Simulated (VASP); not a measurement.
# As (Fm-3m) in VASP: further runs, part 2 of 3

VASP 6.6.1.

### Step 4. Single point, PBE, non-collinear spin, zero start, spin-orbit coupling

INCAR reads:

```
SYSTEM = As
PREC     = Accurate       ! precision mode
ENCUT    = 520            ! plane-wave cutoff, eV
EDIFF    = 1E-7           ! SCF threshold, eV
ISMEAR   = -1             ! smearing method
SIGMA    = 0.15           ! smearing width, eV
LREAL    = .FALSE.        ! projectors in reciprocal space
LASPH    = .TRUE.         ! aspherical terms in the spheres
NELM     = 150            ! most SCF steps
ALGO     = Normal         ! electronic algorithm
ISIF     = 2              ! what is computed and relaxed
LWAVE    = .FALSE.        ! write WAVECAR
LCHARG   = .FALSE.        ! write CHGCAR
MAGMOM   = 0 0 0          ! initial moments
LORBIT   = 11             ! projections on sites
LSORBIT  = .TRUE.         ! spin-orbit coupling
GGA_COMPAT= .FALSE.      
LORBMOM  = .TRUE.       
GGA      = PE             ! functional
NBANDS   = 16             ! bands
```

KPOINTS reads:

```
Automatic mesh
0
G
  4 4 4
  0 0 0
```

POSCAR reads:

```
As
1.0
    0.0000000000      2.1290000000      2.1290000000
    2.1290000000      0.0000000000      2.1290000000
    2.1290000000      2.1290000000      0.0000000000
As
1
Direct
    0.0000000000      0.0000000000      0.0000000000
```

Potentials or basis: VASP PAW PBE potentials, release 64 (As).

Command:

```sh
cat potpaw_PBE.64/As/POTCAR > POTCAR
mpirun -np 1 vasp_ncl > vasp.out
```

OUTCAR:

```text
SYSTEM = As
   PREC = Accurate
   ENCUT = 520
   EDIFF = 1E-7
   ISMEAR = -1
   LREAL = .FALSE.
   LASPH = .TRUE.
   NELM = 150
   ISIF = 2
   LORBIT = 11
   LSORBIT = .TRUE.
   GGA = PE

 ion  position               nearest neighbor table
   1  0.000  0.000  0.000-

  LATTYP: Found a face centered cubic cell.
 ALAT       =     4.2580000000

  Lattice vectors:

 A1 = (   0.0000000000,   2.1290000000,   2.1290000000)
 A2 = (   2.1290000000,   0.0000000000,   2.1290000000)
 A3 = (   2.1290000000,   2.1290000000,   0.0000000000)

Analysis of symmetry for initial positions (statically):
=====================================================================
 Subroutine PRICEL returns:
 Original cell was already a primitive cell.

 Routine SETGRP: Setting up the symmetry group for a
 face centered cubic supercell.

 Subroutine GETGRP returns: Found 48 space group operations
 (whereof 48 operations were pure point group operations)
 out of a pool of 48 trial point group operations.

The static configuration has the point symmetry O_h .

Analysis of symmetry for dynamics (positions and initial velocities):
=====================================================================
 Subroutine PRICEL returns:
 Original cell was already a primitive cell.

 Routine SETGRP: Setting up the symmetry group for a
 face centered cubic supercell.

 Subroutine GETGRP returns: Found 48 space group operations
 (whereof 48 operations were pure point group operations)
 out of a pool of 48 trial point group operations.

The dynamic configuration has the point symmetry O_h .

Analysis of structural, dynamic, and magnetic symmetry:
=====================================================================
 Subroutine PRICEL returns:
 Original cell was already a primitive cell.
[... 304 lines left out ...]
  -------------------------------------------------------------------------------------
  Total       -0.3513644     -0.3513644     -0.3513644     -0.0000000     -0.0000000     -0.0000000
  in kB      -29.1683172    -29.1683172    -29.1683172     -0.0000000     -0.0000000     -0.0000000
  external PRESSURE =     -29.1683172 kB  Pullay stress =       0.0000000 kB

 VOLUME and BASIS-vectors are now :
 -----------------------------------------------------------------------------
  energy-cutoff  :      520.00
  volume of cell :       19.30
      direct lattice vectors                 reciprocal lattice vectors
     0.000000000  2.129000000  2.129000000    -0.234852043  0.234852043  0.234852043
     2.129000000  0.000000000  2.129000000     0.234852043 -0.234852043  0.234852043
     2.129000000  2.129000000  0.000000000     0.234852043  0.234852043 -0.234852043

 POSITION                                       TOTAL-FORCE (eV/Angst)
 -----------------------------------------------------------------------------------
      0.00000      0.00000      0.00000         0.000000      0.000000      0.000000
 -----------------------------------------------------------------------------------
    total drift:                               -0.000000      0.000000     -0.000000

  FREE ENERGIE OF THE ION-ELECTRON SYSTEM (eV)
  ---------------------------------------------------
  free  energy   TOTEN  =        -4.2392127728 eV

  energy  without entropy=       -4.1505157121  energy(sigma->0) =       -4.19486424

 orbital moment (x)

 # of ion     p       d       tot
 ----------------------------------------
  1         0.000  -0.000  -0.000
 ----------------------------------------
            0.000  -0.000  -0.000

 orbital moment (y)

 # of ion     p       d       tot
 ----------------------------------------
  1         0.000   0.000   0.000
 ----------------------------------------
            0.000   0.000   0.000

 orbital moment (z)

 # of ion     p       d       tot
 ----------------------------------------
  1         0.000   0.000   0.000
 ----------------------------------------
            0.000   0.000   0.000

 Spin-Orbit-Coupling matrix elements

 Ion:    1  E_soc:     -0.0251713
 l=   1
     0.0000000    -0.0041740    -0.0041740
    -0.0041740     0.0000000    -0.0041740
    -0.0041740    -0.0041740     0.0000000
 l=   2
     0.0000000    -0.0000048     0.0000000    -0.0000048    -0.0000164
    -0.0000048     0.0000000    -0.0000123    -0.0000048    -0.0000041
     0.0000000    -0.0000123     0.0000000    -0.0000123     0.0000000
    -0.0000048    -0.0000048    -0.0000123     0.0000000    -0.0000041
    -0.0000164    -0.0000041     0.0000000    -0.0000041     0.0000000
 l=   3
     0.0000000     0.0000000     0.0000000     0.0000000     0.0000000     0.0000000     0.0000000
     0.0000000     0.0000000     0.0000000     0.0000000     0.0000000     0.0000000     0.0000000
     0.0000000     0.0000000     0.0000000     0.0000000     0.0000000     0.0000000     0.0000000
     0.0000000     0.0000000     0.0000000     0.0000000     0.0000000     0.0000000     0.0000000
     0.0000000     0.0000000     0.0000000     0.0000000     0.0000000     0.0000000     0.0000000
     0.0000000     0.0000000     0.0000000     0.0000000     0.0000000     0.0000000     0.0000000
     0.0000000     0.0000000     0.0000000     0.0000000     0.0000000     0.0000000     0.0000000

 total charge

# of ion       s       p       d       tot
------------------------------------------
    1        1.340   1.188   0.056   2.584

 magnetization (x)

# of ion       s       p       d       tot
------------------------------------------
    1        0.000   0.000   0.000   0.000

 magnetization (y)

# of ion       s       p       d       tot
------------------------------------------
    1        0.000  -0.000   0.000  -0.000

 magnetization (z)

# of ion       s       p       d       tot
------------------------------------------
    1        0.000   0.000   0.000   0.000
```

OSZICAR:

```text
N       E                     dE             d eps       ncg     rms          rms(c)
DAV:   1     0.113655913581E+02    0.11366E+02   -0.20163E+03   256   0.525E+02
DAV:   2    -0.358038073030E+01   -0.14946E+02   -0.13763E+02   376   0.961E+01
DAV:   3    -0.424580428994E+01   -0.66542E+00   -0.66172E+00   312   0.162E+01
DAV:   4    -0.424764602736E+01   -0.18417E-02   -0.18417E-02   296   0.980E-01
DAV:   5    -0.424764773376E+01   -0.17064E-05   -0.17069E-05   296   0.336E-02    0.182E+00
DAV:   6    -0.424184692383E+01    0.58008E-02   -0.26894E-03   280   0.307E-01    0.105E+00
DAV:   7    -0.423919363970E+01    0.26533E-02   -0.50984E-03   272   0.422E-01    0.587E-02
DAV:   8    -0.423920915821E+01   -0.15519E-04   -0.79443E-05   312   0.672E-02    0.389E-02
DAV:   9    -0.423921354341E+01   -0.43852E-05   -0.70787E-06   288   0.206E-02    0.487E-03
DAV:  10    -0.423921320369E+01    0.33971E-06   -0.75647E-08   272   0.211E-03    0.314E-03
DAV:  11    -0.423921278494E+01    0.41876E-06   -0.59578E-08   280   0.161E-03    0.213E-04
DAV:  12    -0.423921277282E+01    0.12119E-07   -0.15852E-09   176   0.284E-04
   1 F= -.42392128E+01 E0= -.41948642E+01  d E =-.886971E-01  mag=     0.0000    -0.0000    -0.0000
```

stdout:

```text
POSCAR found type information on POSCAR As
 POSCAR found :  1 types and       1 ions
 scaLAPACK will be used
 LDA part: xc-table for (Slater+PW92), standard interpolation
 POSCAR, INCAR and KPOINTS ok, starting setup
 FFT: planning ... GRIDC
 FFT: planning ... GRID_SOFT
 FFT: planning ... GRID
 WAVECAR not read
 entering main loop
```

It took 11 s on 1 thread of Intel Xeon Platinum 8375C at 2.90GHz (Ice Lake), shared host; peak memory 0.18 GiB.

What came out:

```yaml
Free_energy: -4.2392 eV
Pressure: -2.9 GPa
Net_moment: 0.00 μB per cell
Valence_electrons_inside_the_program's_atomic_spheres: As 2.58
```

Moments on the atoms (μB; x, y, z):
```
As  0.00 0.00 0.00
```

Caveat: the k points lie up to 0.64 Å⁻¹ apart.

### Step 5. Single point, PBE

INCAR reads:

```
PREC = Accurate
ENCUT = 600
EDIFF = 1E-6
ISMEAR = -1
SIGMA = 0.15
LREAL = False
LASPH = True
NELM = 120
ALGO = Normal
ISIF = 2
LWAVE = False
LCHARG = True
GGA = PE
LELF = True
LVHAR = True
NBANDS = 14
GGA_COMPAT = False
```

KPOINTS reads:

```
Automatic mesh
0
Gamma
  4 4 4
```

POSCAR is that of step 4.

Potentials or basis: VASP PAW PBE potentials, release 64 (As_d).

Command:

```sh
cat potpaw_PBE.64/As_d/POTCAR > POTCAR
mpirun -np 1 vasp_std > vasp.out
```

OUTCAR:

```text
PREC = Accurate
   ENCUT = 600
   EDIFF = 1E-6
   ISMEAR = -1
   LREAL = False
   LASPH = True
   NELM = 120
   ISIF = 2
   GGA = PE

 ion  position               nearest neighbor table
   1  0.000  0.000  0.000-

  LATTYP: Found a face centered cubic cell.
 ALAT       =     4.2580000000

  Lattice vectors:

 A1 = (   0.0000000000,   2.1290000000,   2.1290000000)
 A2 = (   2.1290000000,   0.0000000000,   2.1290000000)
 A3 = (   2.1290000000,   2.1290000000,   0.0000000000)

Analysis of symmetry for initial positions (statically):
=====================================================================
 Subroutine PRICEL returns:
 Original cell was already a primitive cell.

 Routine SETGRP: Setting up the symmetry group for a
 face centered cubic supercell.

 Subroutine GETGRP returns: Found 48 space group operations
 (whereof 48 operations were pure point group operations)
 out of a pool of 48 trial point group operations.

The static configuration has the point symmetry O_h .

Analysis of symmetry for dynamics (positions and initial velocities):
[... 148 lines left out ...]
      1     -31.7960      2.00000
      2     -31.7960      2.00000
      3     -31.7960      2.00000
      4     -31.7793      2.00000
      5     -31.7793      2.00000
      6     -10.5112      2.00000
      7      10.1639      0.00000
      8      10.1639      0.00000
      9      10.1639      0.00000
     10      17.0911      0.00000
     11      17.0911      0.00000
     12      17.0911      0.00000
     13      18.3693      0.00000
     14      19.3556      0.00000
[... 105 lines left out ...]
      1     -31.7898      2.00000
      2     -31.7851      2.00000
      3     -31.7851      2.00000
      4     -31.7713      2.00000
      5     -31.7564      2.00000
      6      -4.0835      2.00000
      7       0.9481      2.00000
      8       0.9481      2.00000
      9       2.8293      1.99659
     10      15.3944      0.00000
     11      18.1879      0.00000
     12      18.1879      0.00000
     13      19.8533      0.00000
     14      31.6987      0.00000

------------------------ aborting loop because EDIFF is reached ----------------------------------------

  FORCE on cell =-STRESS in cart. coord.  units (eV):
  Direction    XX          YY          ZZ          XY          YZ          ZX
  --------------------------------------------------------------------------------------
  -------------------------------------------------------------------------------------
  Total       -0.3498522     -0.3498522     -0.3498522     -0.0000000      0.0000000     -0.0000000
  in kB      -29.0427818    -29.0427818    -29.0427818     -0.0000000      0.0000000     -0.0000000
  external PRESSURE =     -29.0427818 kB  Pullay stress =       0.0000000 kB

 VOLUME and BASIS-vectors are now :
 -----------------------------------------------------------------------------
  energy-cutoff  :      600.00
  volume of cell :       19.30
      direct lattice vectors                 reciprocal lattice vectors
     0.000000000  2.129000000  2.129000000    -0.234852043  0.234852043  0.234852043
     2.129000000  0.000000000  2.129000000     0.234852043 -0.234852043  0.234852043
     2.129000000  2.129000000  0.000000000     0.234852043  0.234852043 -0.234852043

 POSITION                                       TOTAL-FORCE (eV/Angst)
 -----------------------------------------------------------------------------------
      0.00000      0.00000      0.00000         0.000000      0.000000     -0.000000
 -----------------------------------------------------------------------------------
    total drift:                                0.000000     -0.000000     -0.000000

  FREE ENERGIE OF THE ION-ELECTRON SYSTEM (eV)
  ---------------------------------------------------
  free  energy   TOTEN  =        -4.2288165093 eV

  energy  without entropy=       -4.1401357939  energy(sigma->0) =       -4.18447615
```

OSZICAR:

```text
N       E                     dE             d eps       ncg     rms          rms(c)
DAV:   1     0.730483886533E+02    0.73048E+02   -0.68751E+03   248   0.532E+03
DAV:   2     0.178612582195E+01   -0.71262E+02   -0.67085E+02   266   0.685E+02
DAV:   3    -0.412661546448E+01   -0.59127E+01   -0.58755E+01   242   0.762E+01
DAV:   4    -0.423915196000E+01   -0.11254E+00   -0.11253E+00   290   0.115E+01
DAV:   5    -0.424003804362E+01   -0.88608E-03   -0.88608E-03   266   0.120E+00    0.205E+00
DAV:   6    -0.423221497803E+01    0.78231E-02   -0.42687E-03   284   0.114E+00    0.117E+00
DAV:   7    -0.422882803312E+01    0.33869E-02   -0.55073E-03   278   0.866E-01    0.673E-02
DAV:   8    -0.422881055097E+01    0.17482E-04   -0.30137E-04   278   0.479E-01    0.175E-02
DAV:   9    -0.422881475884E+01   -0.42079E-05   -0.53639E-06   286   0.425E-02    0.833E-03
DAV:  10    -0.422881671241E+01   -0.19536E-05   -0.77989E-07   190   0.148E-02    0.495E-04
DAV:  11    -0.422881650926E+01    0.20315E-06   -0.72968E-08   166   0.333E-03
   1 F= -.42288165E+01 E0= -.41844762E+01  d E =-.886807E-01
```

Run time: 4.8 s. Hardware: 1 thread of AMD EPYC 7R43 (Zen 3), shared host; peak memory 0.1 GiB.

Results:

```
Free energy : -4.2288 eV
Pressure    : -2.9 GPa
```

Levels at points of the mesh, in eV from the Fermi level:
| k point | band 4 | band 5 | band 6 | band 7 | band 8 | band 9 | band 10 | band 11 |
| --- | --- | --- | --- | --- | --- | --- | --- | --- |
| (0.00, 0.00, 0.00) | -35.56 | -35.56 | -14.30 | 6.38 | 6.38 | 6.38 | 13.31 | 13.31 |
| (0.50, 0.00, 0.00) | -35.55 | -35.55 | -9.97 | -5.91 | 4.70 | 4.70 | 10.47 | 12.19 |
| (0.50, 0.50, 0.00) | -35.54 | -35.54 | -8.15 | -4.84 | 1.26 | 1.26 | 5.78 | 6.45 |

Caveat: the k points lie up to 0.64 Å⁻¹ apart.

(Continued in part 3 of 3.)
